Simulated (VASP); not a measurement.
# Ta2Si2Ge (P-6m2) in VASP: a series of runs, part 2 of 3

VASP 6.6.1. Earlier steps stand in the parts before.

**3. Relaxation of cell and atoms, PBE**

This run uses another cell than the first one, of 17.11 Å³/atom, 0.967 times its volume.

The input, INCAR:

```
SYSTEM = Ta2Si2Ge
PREC = Accurate ; ENCUT = 600
EDIFF = 1E-6 ; ISMEAR = 0
SIGMA = 0.1 ; LREAL = .FALSE.
LASPH = .TRUE. ; NELM = 100
ALGO = Normal ; ISIF = 3
LWAVE = .FALSE. ; LCHARG = .FALSE.
GGA = PE ; IBRION = 2
NSW = 90 ; EDIFFG = -0.04
```

The input, KPOINTS:

```
Automatic mesh
0
G
  6 6 2
  0 0 0
```

The input, POSCAR:

```
Ta2Si2Ge
1.0
    3.6245693900      0.0000000000      0.0000000000
   -1.8122847000      3.1389691700      0.0000000000
    0.0000000000      0.0000000000      7.5190498900
Ta Si Ge
2 2 1
Direct
    0.3333333300      0.6666666700      0.2375409800
    0.3333333300      0.6666666700      0.7624590200
    0.6666666700      0.3333333300      0.3478088000
    0.6666666700      0.3333333300      0.6521912000
    0.3333333300      0.6666666700      0.0000000000
```

Potentials or basis: VASP PAW PBE potentials, release 64 (Ta_pv, Si, Ge_d).

On the command line:

```sh
$ cat potpaw_PBE.64/Ta_pv/POTCAR potpaw_PBE.64/Si/POTCAR potpaw_PBE.64/Ge_d/POTCAR > POTCAR
$ mpirun -np 1 vasp_std > vasp.out
```

OUTCAR:

```text
SYSTEM = Ta2Si2Ge
   PREC = Accurate
   ENCUT = 600
   EDIFF = 1E-6
   ISMEAR = 0
   LREAL = .FALSE.
   LASPH = .TRUE.
   NELM = 100
   ISIF = 3
   GGA = PE
   IBRION = 2
   NSW = 90
   EDIFFG = -0.04

 ion  position               nearest neighbor table
   1  0.333  0.667  0.238-   5 1.79   3 2.25   3 2.25   3 2.25   2 3.57
   2  0.333  0.667  0.762-   5 1.79   4 2.25   4 2.25   4 2.25   1 3.57
   3  0.667  0.333  0.348-   1 2.25   1 2.25   1 2.25   4 2.29
   4  0.667  0.333  0.652-   2 2.25   2 2.25   2 2.25   3 2.29
   5  0.333  0.667  0.000-   1 1.79   2 1.79

  LATTYP: Found a hexagonal cell.
 ALAT       =     3.6245693900
 C/A-ratio  =     2.0744670831

  Lattice vectors:

 A1 = (   3.6245693900,   0.0000000000,   0.0000000000)
 A2 = (  -1.8122847000,   3.1389691700,   0.0000000000)
 A3 = (   0.0000000000,   0.0000000000,   7.5190498900)

Analysis of symmetry for initial positions (statically):
=====================================================================
 Subroutine PRICEL returns:
 Original cell was already a primitive cell.

 Routine SETGRP: Setting up the symmetry group for a
 hexagonal supercell.

 Subroutine GETGRP returns: Found 12 space group operations
 (whereof 12 operations were pure point group operations)
 out of a pool of 24 trial point group operations.

The static configuration has the point symmetry D_3h.

Analysis of symmetry for dynamics (positions and initial velocities):
=====================================================================
 Subroutine PRICEL returns:
 Original cell was already a primitive cell.

 Routine SETGRP: Setting up the symmetry group for a
 hexagonal supercell.

 Subroutine GETGRP returns: Found 12 space group operations
 (whereof 12 operations were pure point group operations)
 out of a pool of 24 trial point group operations.

The dynamic configuration has the point symmetry D_3h.

 Subroutine INISYM returns: Found 12 space group operations
 (whereof 12 operations are pure point group operations),
 and found     1 'primitive' translations

----------------------------------------------------------------------------------------

                                     Primitive cell

  volume of cell :      85.5473

  direct lattice vectors                    reciprocal lattice vectors
     3.624569390  0.000000000  0.000000000     0.275894842  0.159287962  0.000000000
    -1.812284700  3.138969170  0.000000000     0.000000000  0.318575923  0.000000000
     0.000000000  0.000000000  7.519049890     0.000000000  0.000000000  0.132995527

  length of vectors
     3.624569390  3.624569393  7.519049890     0.318575923  0.318575923  0.132995527

  position of ions in fractional coordinates (direct lattice)
     0.333333330  0.666666670  0.237540980
     0.333333330  0.666666670  0.762459020
     0.666666670  0.333333330  0.347808800
     0.666666670  0.333333330  0.652191200
     0.333333330  0.666666670  0.000000000

  ion indices of the primitive-cell ions
   primitive index   ion index
                 1           1
                 2           2
                 3           3
                 4           4
                 5           5

----------------------------------------------------------------------------------------

 KPOINTS: Automatic mesh

Automatic generation of k-mesh.
 Grid dimensions read from file:
 generate k-points for:    6    6    2

 Generating k-lattice:

  Cartesian coordinates                     Fractional coordinates (reciprocal lattice)
     0.045982474  0.026547994  0.000000000     0.166666667  0.000000000  0.000000000
     0.000000000  0.053095987  0.000000000     0.000000000  0.166666667  0.000000000
     0.000000000  0.000000000  0.066497763     0.000000000  0.000000000  0.500000000

  Length of vectors
     0.053095987  0.053095987  0.066497763

  Shift w.r.t. Gamma in fractional coordinates (k-lattice)
     0.000000000  0.000000000  0.000000000

 Subroutine IBZKPT returns following result:
 ===========================================

 Found     14 irreducible k-points:

 Following reciprocal coordinates:
            Coordinates               Weight
  0.000000  0.000000  0.000000      1.000000
  0.166667 -0.000000  0.000000      6.000000
  0.333333  0.000000  0.000000      6.000000
  0.500000  0.000000  0.000000      3.000000
  0.166667  0.166667  0.000000      6.000000
  0.333333  0.166667  0.000000     12.000000
  0.333333  0.333333  0.000000      2.000000
  0.000000  0.000000  0.500000      1.000000
  0.166667 -0.000000  0.500000      6.000000
  0.333333  0.000000  0.500000      6.000000
  0.500000  0.000000  0.500000      3.000000
  0.166667  0.166667  0.500000      6.000000
  0.333333  0.166667  0.500000     12.000000
  0.333333  0.333333  0.500000      2.000000
   k-points           NKPTS =     14   k-points in BZ     NKDIM =     14   number of bands    NBANDS=     26
   number of dos      NEDOS =    301   number of ions     NIONS =      5
   total plane-waves  NPLWV =  54000
   dimension x,y,z NGX =    30 NGY =   30 NGZ =   60
   dimension x,y,z NGXF=    60 NGYF=   60 NGZF=  120
   ions per type =               2   2   1
   NGX,Y,Z   is equivalent  to a cutoff of  13.76, 13.76, 13.27 a.u.
   NGXF,Y,Z  is equivalent  to a cutoff of  27.52, 27.52, 26.53 a.u.
 SYSTEM =  Ta2Si2Ge
   PREC   = accura    normal or accurate (medium, high low for compatibility)
   ISTART =      0    job   : 0-new  1-cont  2-samecut
   ICHARG =      2    charge: 1-file 2-atom 10-const
   ISPIN  =      1    spin polarized calculation?
   LNONCOLLINEAR =      F non collinear calculations
   LSORBIT =      F    spin-orbit coupling
   LASPH  =      T    aspherical Exc in radial PAW
   ENCUT  =  600.0 eV  44.10 Ry    6.64 a.u.   7.24  7.24 15.02*2*pi/ulx,y,z
   NELM   =    100;   NELMIN=  2; NELMDL= -5     # of ELM steps
   EDIFF  = 0.1E-05   stopping-criterion for ELM
   LREAL  =      F    real-space projection
   EDIFFG = -.4E-01   stopping-criterion for IOM
   NSW    =     90    number of steps for IOM
   IBRION =      2    ionic relax: 0-MD 1-quasi-New 2-CG
   NFREE  =      1    steps in history (QN), initial steepest desc. (CG)
   ISIF   =      3    stress and relaxation
   ISYM   =      2    0-nonsym 1-usesym 2-fastsym
   POTIM  = 0.5000    time-step for ionic-motion
   TEBEG  =    0.0;   TEEND  =   0.0 temperature during run
   PSTRESS=    0.0 pullay stress
   NELECT =      44.0000    total number of electrons
   NUPDOWN=      -1.0000    fix difference up-down
   EMIN   =  10.00;   EMAX   =-10.00  energy-range for DOS
   EFERMI =   0.00;   METHOD = LEGACY
   ISMEAR =     0;   SIGMA  =   0.10  broadening in eV -4-tet -1-fermi 0-gaus
   EFERMI_NEDOS =   21; number of points for ismear=-14 and -15
   IALGO  =     38    algorithm
   IMIX   =      4    mixing-type and parameters
     AMIX     =   0.40;   BMIX     =  1.00
     AMIX_MAG =   1.60;   BMIX_MAG =  1.00
  volume/ion in A,a.u.               =      17.11       115.46
  Fermi-wavevector in a.u.,A,eV,Ry     =   1.311667  2.478691 23.408418  1.720470
  Thomas-Fermi vector in A             =   2.442113
   LORBIT       =      0    0 simple, 1 ext, 2 COOP (PROOUT), +10 PAW based schemes
   GGA     = PE    functional components
   LHFCALC =     F    Hartree Fock is set to
   AEXX    =    0.0000 exact exchange contribution
   IVDW    =     0    specifies the selected vdW correction
   LEPSILON=     F    determine dielectric tensor
   LRPA    =     F    only Hartree local field effects (RPA)
 conjugate gradient relaxation of ions
 non-spin polarized calculation
 Gauss-broadening in eV      SIGMA  =   0.10
  energy-cutoff  :      600.00
  volume of cell :       85.55
 maximum number of plane-waves:      2881
 NGX is ok and might be reduce to    30
   NGX = 15   NGY = 15   NGZ = 31

--------------------------------------- Ionic step        1  -------------------------------------------

 number of electron      43.9999989 magnetization

 Free energy of the ion-electron system (eV)
  ---------------------------------------------------
  ext. energy  EPLUGINS =         0.00000000
  ---------------------------------------------------
  free energy    TOTEN  =       -16.89203287 eV

  energy without entropy =      -16.87897425  energy(sigma->0) =      -16.88550356

------------------------ aborting loop because EDIFF is reached ----------------------------------------

  FORCE on cell =-STRESS in cart. coord.  units (eV):
  Direction    XX          YY          ZZ          XY          YZ          ZX
  --------------------------------------------------------------------------------------
  -------------------------------------------------------------------------------------
  Total       19.4578237     19.4578237    123.0548355     -0.0000000     -0.0000000      0.0000000
  in kB      364.4168172    364.4168173   2304.6385991     -0.0000006     -0.0000000      0.0000000
  external PRESSURE =    1011.1574112 kB  Pullay stress =       0.0000000 kB
[... 1340 lines left out ...]
     25       5.0036      0.00000
     26       5.8117      0.00000

[... ionic steps 4 to 43 ...]

--------------------------------------- Ionic step       44  -------------------------------------------

 number of electron      43.9999990 magnetization

------------------------ aborting loop because EDIFF is reached ----------------------------------------
[... 73 lines left out ...]
--------------------------------------- Ionic step       46  -------------------------------------------

 number of electron      43.9999993 magnetization

 Free energy of the ion-electron system (eV)
  ---------------------------------------------------
  ext. energy  EPLUGINS =         0.00000000
  ---------------------------------------------------
  free energy    TOTEN  =       -34.69274915 eV

  energy without entropy =      -34.68886244  energy(sigma->0) =      -34.69080580

 E-fermi :   3.4321     XC(G=0):  -9.6530

 val. band max:        3.3484315579   @ k =   0.3333   0.3333   0.0000
 cond. band min:       3.5395165300   @ k =   0.5000   0.0000   0.0000
 fundamental gap:      0.1910849720
 Fermi energy:         3.4320848280
[... 436 lines left out ...]
  FREE ENERGIE OF THE ION-ELECTRON SYSTEM (eV)
  ---------------------------------------------------
  free  energy   TOTEN  =       -34.6927491539 eV

  energy  without entropy=      -34.6888624391  energy(sigma->0) =      -34.69080580

 reached required accuracy - stopping structural energy minimisation
```

It took 26 min on 1 thread of AMD EPYC 7R43 (Zen 3), shared host; peak memory 0.21 GiB.

Results:

```yaml
Free_energy: -34.6927 eV
Relaxed_volume: 24.79 Å³/atom
Relaxed_cell: a = 4.316 Å, b = 4.316 Å, c = 7.684 Å, α = 90.00°, β = 90.00°, γ = 120.00°
Space_group_after_relaxing_to_0.05_Å: P-6m2 (No. 187)
Energy_gained_by_relaxing: 3560.1 meV/atom
Ionic_steps: 46
Pressure_after_relaxing: -0.2 GPa
Largest_force_after_relaxing: 0.026 eV/Å
```

Forces in eV/Å, atoms in the order of the input:
```
Ta   0.000  0.000  0.026
Ta   0.000  0.000 -0.026
Si   0.000  0.000 -0.006
Si   0.000  0.000  0.006
Ge   0.000  0.000  0.000
```

Stress tensor (GPa, compression positive):
```
-0.23  0.00  0.00
 0.00 -0.23  0.00
 0.00  0.00  0.01
```

The path:
```csv
step,energy change (eV),largest force (eV/Å),pressure (GPa),volume (Å³)
1,0.0000,26.6768,101.12,85.55
3,-10.9791,0.6323,13.71,146.72
5,-13.5783,1.7006,-4.99,183.26
7,-14.7536,1.8134,-3.87,168.43
9,-15.4484,3.8102,6.64,131.80
11,-16.0366,2.9733,10.28,120.36
13,-16.0112,3.0591,12.48,117.20
15,-16.5516,2.3896,12.97,113.97
17,-17.1339,1.4881,5.53,121.90
19,-17.3657,0.8748,-1.20,131.51
21,-17.4273,0.9297,-0.81,130.80
23,-17.5460,0.8711,-0.86,131.01
25,-17.6532,1.1775,0.17,128.18
27,-17.7173,0.3018,-0.15,128.03
29,-17.7378,0.2961,0.04,127.54
31,-17.7643,0.1858,-0.22,127.27
33,-17.7801,0.1184,-0.09,126.39
35,-17.7917,0.1830,0.46,124.68
37,-17.7956,0.0256,-0.08,125.25
39,-17.7966,0.0677,-0.30,125.28
41,-17.7977,0.0507,0.12,124.33
43,-17.7987,0.0421,0.40,123.66
45,-17.8001,0.0304,-0.09,124.00
46,-17.8007,0.0256,-0.15,123.97
```

Final structure:
```cif
data_structure
_symmetry_space_group_name_H-M 'P 1'
_symmetry_Int_Tables_number 1
_cell_length_a 4.3160
_cell_length_b 4.3160
_cell_length_c 7.6845
_cell_angle_alpha 90.000
_cell_angle_beta 90.000
_cell_angle_gamma 120.000
_cell_volume 123.97
loop_
_atom_site_label
_atom_site_type_symbol
_atom_site_fract_x
_atom_site_fract_y
_atom_site_fract_z
_atom_site_occupancy
Ta1 Ta 0.33333 0.66667 0.32688 1
Ta2 Ta 0.33333 0.66667 0.67312 1
Si1 Si 0.66667 0.33333 0.27234 1
Si2 Si 0.66667 0.33333 0.72766 1
Ge1 Ge 0.33333 0.66667 0.00000 1
```

Levels at points of the mesh, in eV from the Fermi level:
| k point | band 19 | band 20 | band 21 | band 22 | band 23 | band 24 | band 25 | band 26 |
| --- | --- | --- | --- | --- | --- | --- | --- | --- |
| (0.00, 0.00, 0.00) | -1.69 | -1.69 | -0.76 | -0.76 | 1.29 | 1.89 | 2.45 | 2.45 |
| (0.50, 0.00, 0.00) | -1.05 | -0.72 | -0.41 | -0.31 | 0.11 | 0.71 | 1.47 | 1.63 |
| (0.00, 0.00, 0.50) | -1.87 | -1.38 | -0.09 | -0.09 | 0.22 | 0.22 | 1.39 | 3.99 |
| (0.50, 0.00, 0.50) | -1.64 | -1.02 | -0.72 | -0.20 | 0.30 | 0.94 | 1.25 | 1.27 |

Caveat: the k points lie up to 0.41 Å⁻¹ apart in the final cell; the volume moved by over 15 % at a fixed basis, so the end points are rough; spin-orbit coupling is left out, which moves the levels of the heavy elements.

(Continued in part 3 of 3.)
